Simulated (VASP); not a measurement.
# Si in VASP: further runs, part 2 of 2

VASP 6.6.1.

**3. Single point, PBEsol**

This run uses another cell than the first one, of 55.56 Å³/atom, 1.614 times its volume.

File INCAR:

```
PREC = Accurate
ENCUT = 520
EDIFF = 1E-6
ISMEAR = -1
SIGMA = 0.05
LREAL = F
LASPH = T
NELM = 60
ALGO = Normal
ISIF = 2
LWAVE = F
LCHARG = F
LDIPOL = T
IDIPOL = 3
DIPOL = 0.5 0.5 0.500
GGA = PS
NBANDS = 21
```

File KPOINTS:

```
regular mesh
0
Gamma
  10 10 1
```

File POSCAR:

```
Si
1.0
    4.6952399906      0.0000000000      0.0000000000
    1.5650799969      3.4996252632      0.0000000000
    0.0000000000      0.0000000000     20.2861000000
Si
6
Direct
    0.0000000000      0.7500000000      0.3943575134
    0.4000000000      0.0500000000      0.4366145081
    0.8000000000      0.3500000000      0.4788715027
    0.2000000000      0.6500000000      0.5211284973
    0.6000000000      0.9500000000      0.5633854919
    0.0000000000      0.2500000000      0.6056424866
```

Potentials or basis: VASP PAW PBE potentials, release 64 (Si).

On the command line:

```sh
cat potpaw_PBE.64/Si/POTCAR > POTCAR
mpirun -np 1 vasp_std > vasp.out
```

OUTCAR:

```text
PREC = Accurate
   ENCUT = 520
   EDIFF = 1E-6
   ISMEAR = -1
   LREAL = F
   LASPH = T
   NELM = 60
   ISIF = 2
   GGA = PS

 ion  position               nearest neighbor table
   1  0.000  0.750  0.394-   2 2.71   2 2.71   2 2.71   4 2.71   3 2.71   3 2.71
   2  0.400  0.050  0.437-   5 2.71   4 2.71   4 2.71   3 2.71   3 2.71   3 2.71   1 2.71   1 2.71
                             1 2.71
   3  0.800  0.350  0.479-   5 2.71   5 2.71   4 2.71   2 2.71   4 2.71   2 2.71   4 2.71   2 2.71
                             6 2.71   1 2.71   1 2.71
   4  0.200  0.650  0.521-   2 2.71   2 2.71   3 2.71   5 2.71   3 2.71   5 2.71   3 2.71   5 2.71
                             1 2.71   6 2.71   6 2.71
   5  0.600  0.950  0.563-   2 2.71   3 2.71   3 2.71   4 2.71   4 2.71   4 2.71   6 2.71   6 2.71
                             6 2.71
   6  0.000  0.250  0.606-   5 2.71   5 2.71   5 2.71   3 2.71   4 2.71   4 2.71

  LATTYP: Found a base centered orthorhombic cell.
 ALAT       =     3.8336473990
 B/A-ratio  =     2.2360679775
 C/A-ratio  =     5.2915925459

  Lattice vectors:

 A1 = (  -4.6952399906,   0.0000000000,   0.0000000000)
 A2 = (   3.1301599937,  -3.4996252632,   0.0000000000)
 A3 = (   0.0000000000,   0.0000000000,  20.2861000000)

Analysis of symmetry for initial positions (statically):
=====================================================================
 Subroutine PRICEL returns:
 Original cell was already a primitive cell.

 Routine SETGRP: Setting up the symmetry group for a
 base centered orthorhombic supercell.

 Subroutine GETGRP returns: Found  4 space group operations
 (whereof  2 operations were pure point group operations)
 out of a pool of  8 trial point group operations.

The static configuration has the point symmetry S_2 .
 The point group associated with its full space group is C_2h.

Analysis of symmetry for dynamics (positions and initial velocities):
=====================================================================
 Subroutine PRICEL returns:
[... 144 lines left out ...]
   LHFCALC =     F    Hartree Fock is set to
   AEXX    =    0.0000 exact exchange contribution
   IVDW    =     0    specifies the selected vdW correction
   LEPSILON=     F    determine dielectric tensor
   LRPA    =     F    only Hartree local field effects (RPA)
 non-spin polarized calculation
  energy-cutoff  :      520.00
  volume of cell :      333.33
 maximum number of plane-waves:      9020
   NGX = 17   NGY = 15   NGZ = 75

 number of electron      24.0000000 magnetization

 dipolmoment           0.000000      0.000000      0.000000 electrons x Angstroem

 Free energy of the ion-electron system (eV)
  ---------------------------------------------------
  ext. energy  EPLUGINS =         0.00000000
  ---------------------------------------------------
  free energy    TOTEN  =       -30.29618674 eV

  energy without entropy =      -30.26366492  energy(sigma->0) =      -30.27992583

 E-fermi :  -0.5053     XC(G=0):  -3.9193

 val. band max:       -0.5201234090   @ k =   0.0000   0.1000   0.0000
 cond. band min:      -0.5042201018   @ k =   0.1000   0.5000   0.0000
 fundamental gap:      0.0159033073
 Fermi energy:        -0.5053068815

 k-point     1 :       0.0000    0.0000    0.0000
  band No.  band energies     occupation
      1     -14.0548      2.00000
      2     -11.0046      2.00000
      3      -7.4354      2.00000
      4      -6.2416      2.00000
      5      -6.1729      2.00000
      6      -4.0173      2.00000
[... 565 lines left out ...]
     20       4.3447      0.00000
     21       4.8308      0.00000

 [... further k-points ...]

------------------------ aborting loop because EDIFF is reached ----------------------------------------

 vacuum level on the upper side and lower side of the slab       (xc-potential included)        -0.100        -0.100

  FORCE on cell =-STRESS in cart. coord.  units (eV):
  Direction    XX          YY          ZZ          XY          YZ          ZX
  --------------------------------------------------------------------------------------
  -------------------------------------------------------------------------------------
  Total       -3.3438820     -4.5647075     -4.8910071     -0.6824622      0.5836569     -1.3050966
  in kB      -16.0725073    -21.9404552    -23.5088276     -3.2802826      2.8053711     -6.2730008
  external PRESSURE =     -20.5072634 kB  Pullay stress =       0.0000000 kB

 VOLUME and BASIS-vectors are now :
 -----------------------------------------------------------------------------
  energy-cutoff  :      520.00
  volume of cell :      333.33
      direct lattice vectors                 reciprocal lattice vectors
     4.695239991  0.000000000  0.000000000     0.212981658 -0.095248293  0.000000000
     1.565079997  3.499625263  0.000000000     0.000000000  0.285744880  0.000000000
     0.000000000  0.000000000 20.286100000     0.000000000  0.000000000  0.049294837

 POSITION                                       TOTAL-FORCE (eV/Angst)
 -----------------------------------------------------------------------------------
      1.17381      2.62472      7.99998         0.241023     -0.107789      1.262989
      1.95635      0.17498      8.85721         0.119197     -0.053306     -0.230680
      4.30397      1.22487      9.71444        -0.040152      0.017957      0.074461
      1.95635      2.27476     10.57166         0.040152     -0.017957     -0.074461
      4.30397      3.32464     11.42889        -0.119197      0.053306      0.230680
      0.39127      0.87491     12.28612        -0.241023      0.107789     -1.262989
 -----------------------------------------------------------------------------------
    total drift:                               -0.000000     -0.000000      0.000000

  FREE ENERGIE OF THE ION-ELECTRON SYSTEM (eV)
  ---------------------------------------------------
  free  energy   TOTEN  =       -30.2961867385 eV

  energy  without entropy=      -30.2636649193  energy(sigma->0) =      -30.27992583

 vacuum level on the upper side and lower side of the slab         3.739         3.739
```

OSZICAR:

```text
N       E                     dE             d eps       ncg     rms          rms(c)
DAV:   1     0.107313638649E+03    0.10731E+03   -0.76422E+03  1302   0.818E+02
DAV:   2    -0.223055417848E+02   -0.12962E+03   -0.12609E+03  1953   0.146E+02
DAV:   3    -0.307453892321E+02   -0.84398E+01   -0.82932E+01  1586   0.385E+01
[... 14 lines left out ...]
DAV:  18    -0.302961562333E+02   -0.30884E-04   -0.14284E-06  1397   0.309E-03    0.869E-04
DAV:  19    -0.302961794877E+02   -0.23254E-04   -0.16140E-06  1429   0.280E-03    0.959E-04
DAV:  20    -0.302961827606E+02   -0.32729E-05   -0.80873E-08  1379   0.907E-04    0.390E-04
DAV:  21    -0.302961863615E+02   -0.36010E-05   -0.23933E-07  1258   0.107E-03    0.149E-04
DAV:  22    -0.302961867385E+02   -0.37695E-06   -0.20002E-08  1261   0.431E-04
   1 F= -.30296187E+02 E0= -.30279926E+02  d E =-.325218E-01
```

stdout:

```text
POSCAR found type information on POSCAR Si
 POSCAR found :  1 types and       6 ions
 scaLAPACK will be used
 -----------------------------------------------------------------------------
|                                                                             |
|                                                                             |
|     You enforced a specific xc type in the INCAR file but a different       |
|     I HOPE YOU KNOW WHAT YOU ARE DOING!                                     |
|                                                                             |
 -----------------------------------------------------------------------------

 LDA part: xc-table for (Slater+PW92), standard interpolation
 POSCAR, INCAR and KPOINTS ok, starting setup
 FFT: planning ... GRIDC
 FFT: planning ... GRID_SOFT
 FFT: planning ... GRID
 WAVECAR not read
 entering main loop
```

Run time: 9.6 min. Hardware: 1 thread of AMD EPYC 7R13, shared host; peak memory 0.47 GiB.

Results:

```yaml
Free_energy: -30.2962 eV
Largest_force: 1.290 eV/Å
Band_gap_on_the_k_mesh: zero (band 12 reaches 0.66 eV, above the bottom of band 13 at -0.96 eV)
```

Forces in eV/Å, atoms in the order of the input:
```
Si   0.241 -0.108  1.263
Si   0.119 -0.053 -0.231
Si  -0.040  0.018  0.074
Si   0.040 -0.018 -0.074
Si  -0.119  0.053  0.231
Si  -0.241  0.108 -1.263
```

Levels at points of the mesh, in eV from the Fermi level:
```tsv
k point	band 10	band 11	band 12	band 13	band 14	band 15
(0.00, 0.00, 0.00)	-2.17	-1.49	-1.46	-0.19	0.08	0.77
(0.50, 0.00, 0.00)	-1.48	-0.31	1.05	1.72	2.03	2.82
(0.00, 0.50, 0.00)	-2.89	-0.93	-0.10	0.18	0.73	1.35
```

Caveat: the PAW data sets were made with another functional, which shifts forces and pressure a little.
